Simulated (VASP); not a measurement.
# WS2 in VASP: single point with PBE+D3(BJ)

Aim: the single point of WS2 with PBE+D3(BJ).

Program: VASP 6.6.1. These are calculated values, not measurements. Logs are shortened: lines on timing, memory, paths and dates and some standing lists are left out, and cuts for length are marked.

**1. The cell of the first run**

The cell holds a slab with vacuum, 6 atoms: a = 3.160 Å, b = 3.160 Å, c = 23.804 Å, α = 90.00°, β = 90.00°, γ = 120.00°.

**2. Single point, PBE+D3(BJ)**

Input file INCAR:

```
SYSTEM = WS2
  ALGO = Normal
  DIPOL = 0.5 0.5 0.391
  EDIFF = 1E-6
  ENCUT = 520
  GGA = PE
  IDIPOL = 3
  ISIF = 2
  ISMEAR = 0
  IVDW = 12
  LASPH = .TRUE.
  LCHARG = .TRUE.
  LDIPOL = .TRUE.
  LELF = .TRUE.
  LREAL = .FALSE.
  LVACPOTAV = .TRUE.
  LVHAR = .TRUE.
  LWAVE = .FALSE.
  NBANDS = 35
  NELM = 60
  PREC = Accurate
  SIGMA = 0.05
```

Input file KPOINTS:

```
k-points
0
G
  9 9 1
  0 0 0
```

Input file POSCAR:

```
WS2
1.0
    3.1597776611      0.0000000000      0.0000000000
   -1.5798888306      2.7364477249      0.0000000000
    0.0000000000      0.0000000000     23.8035416591
S W
4 2
Direct
    0.3333333333      0.6666666667      0.1890474982
    0.3333333333      0.6666666667      0.3214551405
    0.3333333333      0.6666666667      0.4596698670
    0.3333333333      0.6666666667      0.5920775093
    0.6666666667      0.3333333333      0.2552505077
    0.6666666667      0.3333333333      0.5258728765
```

Potentials or basis: VASP PAW PBE potentials, release 64 (S, W_sv).

Command:

```console
$ cat potpaw_PBE.64/S/POTCAR potpaw_PBE.64/W_sv/POTCAR > POTCAR
$ mpirun -np 1 vasp_std > vasp.out
```

OUTCAR:

```text
SYSTEM = WS2
   EDIFF = 1E-6
   ENCUT = 520
   GGA = PE
   ISIF = 2
   ISMEAR = 0
   IVDW = 12
   LASPH = .TRUE.
   LREAL = .FALSE.
   NELM = 60
   PREC = Accurate
 IVDW          = 12

 ion  position               nearest neighbor table
   1  0.333  0.667  0.189-   5 2.41   5 2.41   5 2.41
   2  0.333  0.667  0.321-   5 2.41   5 2.41   5 2.41
   3  0.333  0.667  0.460-   6 2.41   6 2.41   6 2.41
   4  0.333  0.667  0.592-   6 2.41   6 2.41   6 2.41
   5  0.667  0.333  0.255-   1 2.41   1 2.41   1 2.41   2 2.41   2 2.41   2 2.41
   6  0.667  0.333  0.526-   3 2.41   3 2.41   3 2.41   4 2.41   4 2.41   4 2.41

  LATTYP: Found a hexagonal cell.
 ALAT       =     3.1597776611
 C/A-ratio  =     7.5332963936

  Lattice vectors:

 A1 = (   3.1597776611,   0.0000000000,   0.0000000000)
 A2 = (  -1.5798888306,   2.7364477249,   0.0000000000)
 A3 = (   0.0000000000,   0.0000000000,  23.8035416591)

Analysis of symmetry for initial positions (statically):
=====================================================================
 Subroutine PRICEL returns:
 Original cell was already a primitive cell.

 Routine SETGRP: Setting up the symmetry group for a
 hexagonal supercell.

 Subroutine GETGRP returns: Found 12 space group operations
 (whereof  6 operations were pure point group operations)
 out of a pool of 24 trial point group operations.

The static configuration has the point symmetry C_3v.
 The point group associated with its full space group is D_3h.

Analysis of symmetry for dynamics (positions and initial velocities):
=====================================================================
 Subroutine PRICEL returns:
 Original cell was already a primitive cell.

 Routine SETGRP: Setting up the symmetry group for a
 hexagonal supercell.

 Subroutine GETGRP returns: Found 12 space group operations
 (whereof  6 operations were pure point group operations)
 out of a pool of 24 trial point group operations.

The dynamic configuration has the point symmetry C_3v.
 The point group associated with its full space group is D_3h.

 Subroutine INISYM returns: Found 12 space group operations
 (whereof  6 operations are pure point group operations),
 and found     1 'primitive' translations

----------------------------------------------------------------------------------------

                                     Primitive cell

  volume of cell :     205.8189

  direct lattice vectors                    reciprocal lattice vectors
     3.159777661  0.000000000  0.000000000     0.316477964  0.182718638  0.000000000
[... 92 lines left out ...]
   NELECT =      52.0000    total number of electrons
   NUPDOWN=      -1.0000    fix difference up-down
   EMIN   =  10.00;   EMAX   =-10.00  energy-range for DOS
   EFERMI =   0.00;   METHOD = LEGACY
   ISMEAR =     0;   SIGMA  =   0.05  broadening in eV -4-tet -1-fermi 0-gaus
   EFERMI_NEDOS =   21; number of points for ismear=-14 and -15
   IALGO  =     38    algorithm
   IMIX   =      4    mixing-type and parameters
     AMIX     =   0.40;   BMIX     =  1.00
     AMIX_MAG =   1.60;   BMIX_MAG =  1.00
  volume/ion in A,a.u.               =      34.30       231.49
  Fermi-wavevector in a.u.,A,eV,Ry     =   1.034938  1.955749 14.573145  1.071096
  Thomas-Fermi vector in A             =   2.169257
   LORBIT       =      0    0 simple, 1 ext, 2 COOP (PROOUT), +10 PAW based schemes
   GGA     = PE    functional components
   LHFCALC =     F    Hartree Fock is set to
   AEXX    =    0.0000 exact exchange contribution
   IVDW    =    12    specifies the selected vdW correction
   LEPSILON=     F    determine dielectric tensor
   LRPA    =     F    only Hartree local field effects (RPA)
 non-spin polarized calculation
 Gauss-broadening in eV      SIGMA  =   0.05
  energy-cutoff  :      520.00
  volume of cell :      205.82
 maximum number of plane-waves:      5566
 NGX is ok and might be reduce to    24
   NGX = 11   NGY = 11   NGZ = 89

 dipolmoment           0.000000      0.000000      0.000035 electrons x Angstroem

 number of electron      51.9999994 magnetization

 dipolmoment           0.000000      0.000000     -0.000529 electrons x Angstroem

 Free energy of the ion-electron system (eV)
  ---------------------------------------------------
  ext. energy  EPLUGINS =         0.00000000
  ---------------------------------------------------
  free energy    TOTEN  =       -47.23559015 eV

  energy without entropy =      -47.23559015  energy(sigma->0) =      -47.23559015

 E-fermi :   1.4653     XC(G=0):  -6.1348

 val. band max:        1.1149594828   @ k =   0.0000   0.0000   0.0000
 cond. band min:       2.7058310257   @ k =   0.2222   0.1111   0.0000
 fundamental gap:      1.5908715429
 Fermi energy:         1.4652933280

 k-point     1 :       0.0000    0.0000    0.0000
  band No.  band energies     occupation
      1     -73.1906      2.00000
      2     -73.1851      2.00000
      3     -37.4448      2.00000
      4     -37.4392      2.00000
      5     -37.2673      2.00000
      6     -37.2673      2.00000
[... 445 lines left out ...]
     34       6.6349      0.00000
     35       6.9401      0.00000

------------------------ aborting loop because EDIFF is reached ----------------------------------------

 Edisp (eV)   -2.14040

 E8    (eV) :    -0.9289

  FORCE on cell =-STRESS in cart. coord.  units (eV):
  Direction    XX          YY          ZZ          XY          YZ          ZX
  --------------------------------------------------------------------------------------
  -------------------------------------------------------------------------------------
  Total      -0.24432    -0.24432     0.36497     0.00000     0.00000     0.00000
  in kB      -1.90191    -1.90191     2.84104     0.00000     0.00000     0.00000
  external pressure =       -0.32 kB  Pullay stress =        0.00 kB

 VOLUME and BASIS-vectors are now :
 -----------------------------------------------------------------------------
  energy-cutoff  :      520.00
  volume of cell :      205.82
      direct lattice vectors                 reciprocal lattice vectors
     3.159777661  0.000000000  0.000000000     0.316477964  0.182718638  0.000000000
    -1.579888831  2.736447725  0.000000000     0.000000000  0.365437275  0.000000000
     0.000000000  0.000000000 23.803541659     0.000000000  0.000000000  0.042010555

 POSITION                                       TOTAL-FORCE (eV/Angst)
 -----------------------------------------------------------------------------------
     -0.00000      1.82430      4.50000        -0.000000     -0.000000     -0.001720
     -0.00000      1.82430      7.65177        -0.000000     -0.000000     -0.163721
     -0.00000      1.82430     10.94177        -0.000000     -0.000000      0.163721
     -0.00000      1.82430     14.09354        -0.000000     -0.000000      0.001720
      1.57989      0.91215      6.07587         0.000000      0.000000      0.017301
      1.57989      0.91215     12.51764         0.000000      0.000000     -0.017301
 -----------------------------------------------------------------------------------
    total drift:                                0.000000     -0.000000     -0.077968

  FREE ENERGIE OF THE ION-ELECTRON SYSTEM (eV)
  ---------------------------------------------------
  free  energy   TOTEN  =       -49.3759924115 eV

  energy  without entropy=      -49.3759924115  energy(sigma->0) =      -49.37599241

 vacuum level on the upper side and lower side of the slab         6.473         6.484
```

Run time: 75 s. Hardware: 1 thread of Intel Xeon 6975P-C (Granite Rapids), shared host; peak memory 0.34 GiB.

What came out:

* Free energy: -49.3760 eV
* Largest force: 0.164 eV/Å
* Band gap on the k mesh: 1.59 eV, indirect (least direct gap 1.89 eV)
* Dispersion energy per atom: -0.357 eV

Forces in eV/Å, atoms in the order of the input:
```
S    0.000  0.000 -0.002
S    0.000  0.000 -0.164
S    0.000  0.000  0.164
S    0.000  0.000  0.002
W    0.000  0.000  0.017
W    0.000  0.000 -0.017
```

Caveat: spin-orbit coupling is left out, which moves the levels of the heavy elements.
